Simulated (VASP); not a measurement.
# Ti (Pm-3m) in VASP: further runs

Runs on Ti. Level: PBEsol. Tasks: relaxation of cell and atoms.

Program: VASP 6.6.1. These are calculated values, not measurements. Logs are shortened: lines on timing, memory, paths and dates and some standing lists are left out, and cuts for length are marked.

## 1. The cell of the first run

Symmetry: Pm-3m, No. 221, cubic system. The conventional cell has a = 2.690 Å, b = 2.690 Å, c = 2.690 Å, α = 90.00°, β = 90.00°, γ = 90.00°. Within 3.5 Å of Ti (site symmetry m-3m) lie 6 Ti at 2.69 Å.

## 2. Relaxation of cell and atoms, PBEsol, target pressure 5 GPa, at which the enthalpy is minimised

INCAR reads:

```
  PREC = Accurate
  ENCUT = 600
  EDIFF = 1E-6
  ISMEAR = -1
  SIGMA = 0.1
  LREAL = False
  LASPH = True
  NELM = 80
  ALGO = Normal
  ISIF = 3
  LWAVE = False
  LCHARG = False
  GGA = PS
  IBRION = 2
  NSW = 80
  EDIFFG = -0.01
  PSTRESS = 50.0
```

KPOINTS reads:

```
regular mesh
0
Gamma
  8 8 8
```

POSCAR reads:

```
Ti
1.0
    2.6900000000      0.0000000000      0.0000000000
    0.0000000000      2.6900000000      0.0000000000
    0.0000000000      0.0000000000      2.6900000000
Ti
1
Direct
    0.0000000000      0.0000000000      0.0000000000
```

Potentials or basis: VASP PAW PBE potentials, release 64 (Ti_sv).

Command:

```sh
$ cat potpaw_PBE.64/Ti_sv/POTCAR > POTCAR
$ mpirun -np 1 vasp_std > vasp.out
```

OUTCAR:

```text
PREC = Accurate
   ENCUT = 600
   EDIFF = 1E-6
   ISMEAR = -1
   LREAL = False
   LASPH = True
   NELM = 80
   ISIF = 3
   GGA = PS
   IBRION = 2
   NSW = 80
   EDIFFG = -0.01
   PSTRESS = 50.0

 ion  position               nearest neighbor table
   1  0.000  0.000  0.000-

  LATTYP: Found a simple cubic cell.
 ALAT       =     2.6900000000

  Lattice vectors:

 A1 = (   2.6900000000,   0.0000000000,   0.0000000000)
 A2 = (   0.0000000000,   2.6900000000,   0.0000000000)
 A3 = (   0.0000000000,   0.0000000000,   2.6900000000)

Analysis of symmetry for initial positions (statically):
=====================================================================
 Subroutine PRICEL returns:
 Original cell was already a primitive cell.

 Routine SETGRP: Setting up the symmetry group for a
 simple cubic supercell.

 Subroutine GETGRP returns: Found 48 space group operations
 (whereof 48 operations were pure point group operations)
 out of a pool of 48 trial point group operations.

The static configuration has the point symmetry O_h .

Analysis of symmetry for dynamics (positions and initial velocities):
=====================================================================
 Subroutine PRICEL returns:
 Original cell was already a primitive cell.

 Routine SETGRP: Setting up the symmetry group for a
 simple cubic supercell.

 Subroutine GETGRP returns: Found 48 space group operations
 (whereof 48 operations were pure point group operations)
 out of a pool of 48 trial point group operations.

The dynamic configuration has the point symmetry O_h .

 Subroutine INISYM returns: Found 48 space group operations
 (whereof 48 operations are pure point group operations),
 and found     1 'primitive' translations

----------------------------------------------------------------------------------------

                                     Primitive cell

  volume of cell :      19.4651

  direct lattice vectors                    reciprocal lattice vectors
     2.690000000  0.000000000  0.000000000     0.371747212  0.000000000  0.000000000
     0.000000000  2.690000000  0.000000000     0.000000000  0.371747212  0.000000000
     0.000000000  0.000000000  2.690000000     0.000000000  0.000000000  0.371747212

  length of vectors
     2.690000000  2.690000000  2.690000000     0.371747212  0.371747212  0.371747212

  position of ions in fractional coordinates (direct lattice)
     0.000000000  0.000000000  0.000000000

  ion indices of the primitive-cell ions
   primitive index   ion index
                 1           1

----------------------------------------------------------------------------------------

 KPOINTS: regular mesh

Automatic generation of k-mesh.
 Grid dimensions read from file:
 generate k-points for:    8    8    8

 Generating k-lattice:

  Cartesian coordinates                     Fractional coordinates (reciprocal lattice)
     0.046468401  0.000000000  0.000000000     0.125000000  0.000000000  0.000000000
     0.000000000  0.046468401  0.000000000     0.000000000  0.125000000  0.000000000
     0.000000000  0.000000000  0.046468401     0.000000000  0.000000000  0.125000000

  Length of vectors
     0.046468401  0.046468401  0.046468401

  Shift w.r.t. Gamma in fractional coordinates (k-lattice)
     0.000000000  0.000000000  0.000000000

 Subroutine IBZKPT returns following result:
 ===========================================

 Found     35 irreducible k-points:

 Following reciprocal coordinates:
            Coordinates               Weight
  0.000000  0.000000  0.000000      1.000000
  0.125000  0.000000  0.000000      6.000000
  0.250000  0.000000  0.000000      6.000000
  0.375000  0.000000  0.000000      6.000000
  0.500000  0.000000  0.000000      3.000000
  0.125000  0.125000  0.000000     12.000000
[... 16 lines left out ...]
  0.375000  0.375000  0.125000     24.000000
  0.500000  0.375000  0.125000     24.000000
 [... further k-points ...]
   k-points           NKPTS =     35   k-points in BZ     NKDIM =     35   number of bands    NBANDS=     10
   number of dos      NEDOS =    301   number of ions     NIONS =      1
   total plane-waves  NPLWV =  13824
   dimension x,y,z NGX =    24 NGY =   24 NGZ =   24
   dimension x,y,z NGXF=    48 NGYF=   48 NGZF=   48
   ions per type =               1
   NGX,Y,Z   is equivalent  to a cutoff of  14.83, 14.83, 14.83 a.u.
   NGXF,Y,Z  is equivalent  to a cutoff of  29.66, 29.66, 29.66 a.u.
 SYSTEM =  unknown system
   PREC   = accura    normal or accurate (medium, high low for compatibility)
   ISTART =      0    job   : 0-new  1-cont  2-samecut
   ICHARG =      2    charge: 1-file 2-atom 10-const
   ISPIN  =      1    spin polarized calculation?
   LNONCOLLINEAR =      F non collinear calculations
   LSORBIT =      F    spin-orbit coupling
   LASPH  =      T    aspherical Exc in radial PAW
   ENCUT  =  600.0 eV  44.10 Ry    6.64 a.u.   5.37  5.37  5.37*2*pi/ulx,y,z
   NELM   =     80;   NELMIN=  2; NELMDL= -5     # of ELM steps
   EDIFF  = 0.1E-05   stopping-criterion for ELM
   LREAL  =      F    real-space projection
   EDIFFG = -.1E-01   stopping-criterion for IOM
   NSW    =     80    number of steps for IOM
   IBRION =      2    ionic relax: 0-MD 1-quasi-New 2-CG
   NFREE  =      1    steps in history (QN), initial steepest desc. (CG)
   ISIF   =      3    stress and relaxation
   ISYM   =      2    0-nonsym 1-usesym 2-fastsym
   POTIM  = 0.5000    time-step for ionic-motion
   TEBEG  =    0.0;   TEEND  =   0.0 temperature during run
   PSTRESS=   50.0 pullay stress
   NELECT =      12.0000    total number of electrons
   NUPDOWN=      -1.0000    fix difference up-down
   EMIN   =  10.00;   EMAX   =-10.00  energy-range for DOS
   EFERMI =   0.00;   METHOD = LEGACY
   ISMEAR =    -1;   SIGMA  =   0.10  broadening in eV -4-tet -1-fermi 0-gaus
   EFERMI_NEDOS =   21; number of points for ismear=-14 and -15
   IALGO  =     38    algorithm
   IMIX   =      4    mixing-type and parameters
     AMIX     =   0.40;   BMIX     =  1.00
     AMIX_MAG =   1.60;   BMIX_MAG =  1.00
  volume/ion in A,a.u.               =      19.47       131.36
  Fermi-wavevector in a.u.,A,eV,Ry     =   1.393316  2.632986 26.413392  1.941330
  Thomas-Fermi vector in A             =   2.516974
   LORBIT       =      0    0 simple, 1 ext, 2 COOP (PROOUT), +10 PAW based schemes
   GGA     = PS    functional components
   LHFCALC =     F    Hartree Fock is set to
   AEXX    =    0.0000 exact exchange contribution
   IVDW    =     0    specifies the selected vdW correction
   LEPSILON=     F    determine dielectric tensor
   LRPA    =     F    only Hartree local field effects (RPA)
 conjugate gradient relaxation of ions
 non-spin polarized calculation
  energy-cutoff  :      600.00
  volume of cell :       19.47
 maximum number of plane-waves:       672
 NGX is ok and might be reduce to    24
   NGX = 11   NGY = 11   NGZ = 11

--------------------------------------- Ionic step        1  -------------------------------------------

 number of electron      12.0000000 magnetization

 Free energy of the ion-electron system (eV)
  ---------------------------------------------------
  ext. energy  EPLUGINS =         0.00000000
  ---------------------------------------------------
  free energy    TOTEN  =        -7.48362224 eV

  energy without entropy =       -7.39996907  energy(sigma->0) =       -7.44179565

------------------------ aborting loop because EDIFF is reached ----------------------------------------

  FORCE on cell =-STRESS in cart. coord.  units (eV):
  Direction    XX          YY          ZZ          XY          YZ          ZX
  --------------------------------------------------------------------------------------
  -------------------------------------------------------------------------------------
  Total       -0.8572781     -0.8572781     -0.8572781      0.0000000     -0.0000000      0.0000000
  in kB      -70.5627490    -70.5627490    -70.5627490      0.0000000     -0.0000000      0.0000000
  external PRESSURE =    -120.5627490 kB  Pullay stress =      50.0000000 kB

 VOLUME and BASIS-vectors are now :
 -----------------------------------------------------------------------------
  energy-cutoff  :      600.00
  volume of cell :       19.47
      direct lattice vectors                 reciprocal lattice vectors
     2.690000000  0.000000000  0.000000000     0.371747212  0.000000000  0.000000000
     0.000000000  2.690000000  0.000000000     0.000000000  0.371747212  0.000000000
     0.000000000  0.000000000  2.690000000     0.000000000  0.000000000  0.371747212
[... 44 lines left out ...]
  FREE ENERGIE OF THE ION-ELECTRON SYSTEM (eV)
  ---------------------------------------------------
  free  energy   TOTEN  =        -7.4559585298 eV

  energy  without entropy=       -7.3748382958  energy(sigma->0) =       -7.41539841

  enthalpy is  TOTEN    =        -6.9683893065 eV   P V=        0.4875692233

--------------------------------------- Ionic step        3  -------------------------------------------

 number of electron      11.9999998 magnetization

 Free energy of the ion-electron system (eV)
  ---------------------------------------------------
  ext. energy  EPLUGINS =         0.00000000
  ---------------------------------------------------
  free energy    TOTEN  =        -7.51265440 eV

  energy without entropy =       -7.42993449  energy(sigma->0) =       -7.47129444

 E-fermi :   8.4102     XC(G=0): -11.7215

 val. band max:        8.3961603083   @ k =   0.2500   0.1250   0.1250
 cond. band min:       8.4147412762   @ k =   0.3750   0.1250   0.1250
 fundamental gap:      0.0185809678
 Fermi energy:         8.4102415034

 k-point     1 :       0.0000    0.0000    0.0000
  band No.  band energies     occupation
      1     -47.7973      2.00000
      2     -23.5211      2.00000
      3     -23.5211      2.00000
      4     -23.5211      2.00000
      5       2.5055      2.00000
      6       6.9469      2.00000
      7       6.9469      2.00000
      8      12.7971      0.00000
      9      12.7971      0.00000
     10      12.7971      0.00000

 k-point     2 :       0.1250    0.0000    0.0000
  band No.  band energies     occupation
      1     -47.7714      2.00000
      2     -23.6992      2.00000
      3     -23.5059      2.00000
      4     -23.5059      2.00000
      5       2.9382      2.00000
      6       7.0561      2.00000
      7       7.2818      1.99997
      8      12.4222      0.00000
      9      12.4222      0.00000
     10      12.8254      0.00000
[... 274 lines left out ...]
 k-point    24 :       0.5000    0.3750    0.1250
  band No.  band energies     occupation
      1     -47.4475      2.00000
      2     -24.4995      2.00000
      3     -24.3225      2.00000
      4     -23.4889      2.00000
      5       5.8198      2.00000
      6       8.7505      0.06446
      7       9.9174      0.00000
      8      10.2644      0.00000
      9      12.5562      0.00000
     10      14.8965      0.00000

 [... further k-points ...]

------------------------ aborting loop because EDIFF is reached ----------------------------------------

  FORCE on cell =-STRESS in cart. coord.  units (eV):
  Direction    XX          YY          ZZ          XY          YZ          ZX
  --------------------------------------------------------------------------------------
  -------------------------------------------------------------------------------------
  Total        0.5271338      0.5271338      0.5271338     -0.0000000     -0.0000000      0.0000000
  in kB       50.5961511     50.5961511     50.5961511     -0.0000000     -0.0000000      0.0000000
  external PRESSURE =       0.5961511 kB  Pullay stress =      50.0000000 kB

 VOLUME and BASIS-vectors are now :
 -----------------------------------------------------------------------------
  energy-cutoff  :      600.00
  volume of cell :       16.69
      direct lattice vectors                 reciprocal lattice vectors
     2.555669349  0.000000000  0.000000000     0.391286925 -0.000000000  0.000000000
     0.000000000  2.555669349  0.000000000    -0.000000000  0.391286925  0.000000000
    -0.000000000 -0.000000000  2.555669349    -0.000000000 -0.000000000  0.391286925

 POSITION                                       TOTAL-FORCE (eV/Angst)
 -----------------------------------------------------------------------------------
      0.00000      0.00000      0.00000         0.000000      0.000000      0.000000
 -----------------------------------------------------------------------------------
    total drift:                               -0.000000     -0.000000      0.000000

  FREE ENERGIE OF THE ION-ELECTRON SYSTEM (eV)
  ---------------------------------------------------
  free  energy   TOTEN  =        -7.5126543963 eV

  energy  without entropy=       -7.4299344885  energy(sigma->0) =       -7.47129444

  enthalpy is  TOTEN    =        -6.9917315380 eV   P V=        0.5209228583

 reached required accuracy - stopping structural energy minimisation
```

It took 15 s on 1 thread of Intel Xeon 6455B, shared host; peak memory 0.15 GiB.

Results:

```yaml
Free_energy: -7.5127 eV
Relaxed_volume: 16.69 Å³/atom
Relaxed_cell: a = 2.556 Å, b = 2.556 Å, c = 2.556 Å, α = 90.00°, β = 90.00°, γ = 90.00°
Space_group_after_relaxing_to_0.05_Å: Pm-3m (No. 221)
Energy_change_on_relaxing_the_enthalpy_is_what_falls: -29.0 meV/atom
Ionic_steps: 3
Pressure_after_relaxing: 5.1 GPa
Band_gap_on_the_k_mesh: zero (band 6 reaches 9.10 eV, above the bottom of band 7 at 6.95 eV)
```

The path:
| step | energy change (eV) | largest force (eV/Å) | pressure (GPa) | volume (Å³) |
| --- | --- | --- | --- | --- |
| 1 | 0.0000 | 0.0000 | -7.06 | 19.47 |
| 2 | 0.0277 | 0.0000 | 12.23 | 15.62 |
| 3 | -0.0290 | 0.0000 | 5.06 | 16.69 |

Final structure:
```yaml
crystal:
  lattice:
    - [2.55567, 0.00000, 0.00000]
    - [0.00000, 2.55567, 0.00000]
    - [0.00000, 0.00000, 2.55567]
  atoms:
    - { symbol: Ti, position: [0.00000, 0.00000, 0.00000] }
```

Caveat: the cell is relaxed towards a set pressure, so the enthalpy falls and the energy may rise; the PAW data sets were made with another functional, which shifts forces and pressure a little.

## 3. Relaxation of cell and atoms, PBEsol, target pressure 10 GPa, at which the enthalpy is minimised

INCAR reads:

```
PREC     = Accurate       # precision mode
ENCUT    = 600            # plane-wave cutoff, eV
EDIFF    = 1E-6           # SCF threshold, eV
ISMEAR   = -1             # smearing method
SIGMA    = 0.1            # smearing width, eV
LREAL    = False          # projectors in reciprocal space
LASPH    = True           # aspherical terms in the spheres
NELM     = 80             # most SCF steps
ALGO     = Normal         # electronic algorithm
ISIF     = 3              # what is computed and relaxed
LWAVE    = False          # write WAVECAR
LCHARG   = False          # write CHGCAR
GGA      = PS             # functional
IBRION   = 2              # ionic algorithm
NSW      = 80             # ionic steps
EDIFFG   = -0.01          # ionic threshold
PSTRESS  = 100.0
```

KPOINTS is that of step 2.

POSCAR is that of step 2.

Potentials or basis: VASP PAW PBE potentials, release 64 (Ti_sv).

Command:

```sh
$ cat potpaw_PBE.64/Ti_sv/POTCAR > POTCAR
$ mpirun -np 1 vasp_std > vasp.out
```

Wall time 26 s (1 thread of Intel Xeon 6455B, shared host); peak memory 0.15 GiB.

Results (log left out):

```yaml
Free_energy: -7.4773 eV
Relaxed_volume: 15.93 Å³/atom
Relaxed_cell: a = 2.516 Å, b = 2.516 Å, c = 2.516 Å, α = 90.00°, β = 90.00°, γ = 90.00°
Space_group_after_relaxing_to_0.05_Å: Pm-3m (No. 221)
Energy_change_on_relaxing_the_enthalpy_is_what_falls: +6.3 meV/atom
Ionic_steps: 6
Pressure_after_relaxing: 10.0 GPa
Band_gap_on_the_k_mesh: zero (band 6 reaches 9.65 eV, above the bottom of band 7 at 7.35 eV)
```

Step by step:
```csv
step,energy change (eV),largest force (eV/Å),pressure (GPa),volume (Å³)
1,0.0000,0.0000,-7.06,19.47
2,0.1932,0.0000,25.63,14.19
3,0.0053,0.0000,9.80,15.95
4,0.0095,0.0000,10.34,15.88
5,0.0049,0.0000,9.89,15.95
6,0.0063,0.0000,9.98,15.93
```

Final structure:
```
Ti
1.0
     2.51622    0.00000    0.00000
     0.00000    2.51622    0.00000
     0.00000    0.00000    2.51622
Ti
1
Direct
  0.00000 0.00000 0.00000
```

Levels at points of the mesh, in eV from the Fermi level:
```tsv
k point	band 3	band 4	band 5	band 6	band 7	band 8	band 9	band 10
(0.00, 0.00, 0.00)	-31.80	-31.80	-5.99	-1.57	-1.57	4.62	4.62	4.62
(0.50, 0.00, 0.00)	-31.68	-31.68	-1.84	-0.71	0.01	2.33	2.33	4.83
(0.50, 0.50, 0.00)	-32.91	-31.56	-3.32	-0.04	2.85	2.85	6.02	6.12
(0.50, 0.50, 0.50)	-32.72	-32.72	-1.54	-1.54	-1.54	6.15	6.15	9.25
```

Caveat: the cell is relaxed towards a set pressure, so the enthalpy falls and the energy may rise; the volume moved by over 15 % at a fixed basis, so the end points are rough; the PAW data sets were made with another functional, which shifts forces and pressure a little.

## 4. Relaxation of cell and atoms, PBEsol, target pressure 20 GPa, at which the enthalpy is minimised

INCAR reads:

```
SYSTEM = Ti
ALGO = Normal
EDIFF = 1E-6
EDIFFG = -0.01
ENCUT = 600
GGA = PS
IBRION = 2
ISIF = 3
ISMEAR = -1
LASPH = .TRUE.
LCHARG = .FALSE.
LREAL = .FALSE.
LWAVE = .FALSE.
NELM = 80
NSW = 80
PREC = Accurate
PSTRESS = 200.0
SIGMA = 0.1
```

KPOINTS reads:

```
k-points
0
G
  8 8 8
  0 0 0
```

POSCAR is that of step 3.

Command:

```sh
$ cat potpaw_PBE.64/Ti_sv/POTCAR > POTCAR
$ mpirun -np 1 vasp_std > vasp.out
```

It took 34 s on 1 thread of Intel Xeon 6455B, shared host; peak memory 0.15 GiB.

The run converged. Its results:

| Item | Value |
| --- | --- |
| Free energy | -7.3668 eV |
| Relaxed volume | 14.73 Å³/atom |
| Relaxed cell | a = 2.451 Å, b = 2.451 Å, c = 2.451 Å, α = 90.00°, β = 90.00°, γ = 90.00° |
| Space group after relaxing (to 0.05 Å) | Pm-3m (No. 221) |
| Energy change on relaxing (the enthalpy is what falls) | +116.8 meV/atom |
| Ionic steps | 7 |
| Pressure after relaxing | 20.0 GPa |
| Band gap on the k mesh | zero (band 6 reaches 10.60 eV, above the bottom of band 7 at 8.04 eV) |

The path:
| step | energy change (eV) | largest force (eV/Å) | pressure (GPa) | volume (Å³) |
| --- | --- | --- | --- | --- |
| 1 | 0.0000 | 0.0000 | -7.06 | 19.47 |
| 2 | 0.9290 | 0.0000 | 71.46 | 11.60 |
| 3 | 0.0979 | 0.0000 | 18.57 | 14.89 |
| 4 | 0.1126 | 0.0000 | 19.66 | 14.76 |
| 5 | 0.1233 | 0.0000 | 20.49 | 14.68 |
| 6 | 0.1123 | 0.0000 | 19.65 | 14.77 |
| 7 | 0.1168 | 0.0000 | 19.96 | 14.73 |

Final structure:
```cif
data_structure
_symmetry_space_group_name_H-M 'P 1'
_symmetry_Int_Tables_number 1
_cell_length_a 2.4513
_cell_length_b 2.4513
_cell_length_c 2.4513
_cell_angle_alpha 90.000
_cell_angle_beta 90.000
_cell_angle_gamma 90.000
_cell_volume 14.73
loop_
_atom_site_label
_atom_site_type_symbol
_atom_site_fract_x
_atom_site_fract_y
_atom_site_fract_z
_atom_site_occupancy
Ti1 Ti 0.00000 0.00000 0.00000 1
```

Levels at points of the mesh, in eV from the Fermi level:
```tsv
k point	band 2	band 3	band 4	band 5	band 6	band 7	band 8	band 9	band 10
(0.00, 0.00, 0.00)	-31.57	-31.57	-31.57	-6.10	-1.78	-1.78	5.03	5.03	5.03
(0.50, 0.00, 0.00)	-33.21	-31.42	-31.42	-1.80	-0.83	0.19	2.48	2.48	5.26
(0.50, 0.50, 0.00)	-32.93	-32.93	-31.28	-3.74	0.00	3.06	3.06	6.58	6.72
(0.50, 0.50, 0.50)	-32.70	-32.70	-32.70	-1.79	-1.79	-1.79	6.72	6.72	9.36
```

Caveat: the cell is relaxed towards a set pressure, so the enthalpy falls and the energy may rise; the volume moved by over 15 % at a fixed basis, so the end points are rough; the PAW data sets were made with another functional, which shifts forces and pressure a little.

## 5. Overview

| cell | gap on the mesh (eV) | pressure (GPa) |
| --- | --- | --- |
| relaxed to 5 GPa | none | 5.1 |
| relaxed to 10 GPa | none | 10.0 |
| relaxed to 20 GPa | none | 20.0 |

Alike in all rows: task relaxation of cell and atoms; level PBEsol; potentials or basis VASP PAW PBE potentials, release 64 (Ti_sv); no spin polarisation; k mesh 8 × 8 × 8; cutoff (eV) 600; smearing fermi-dirac 0.1 eV.

Caveats: the cell is relaxed towards a set pressure, so the enthalpy falls and the energy may rise; the PAW data sets were made with another functional, which shifts forces and pressure a little; the volume moved by over 15 % at a fixed basis, so the end points are rough (some runs).

Total energies depend on the potentials used, so only differences within one code and one set of settings carry meaning.
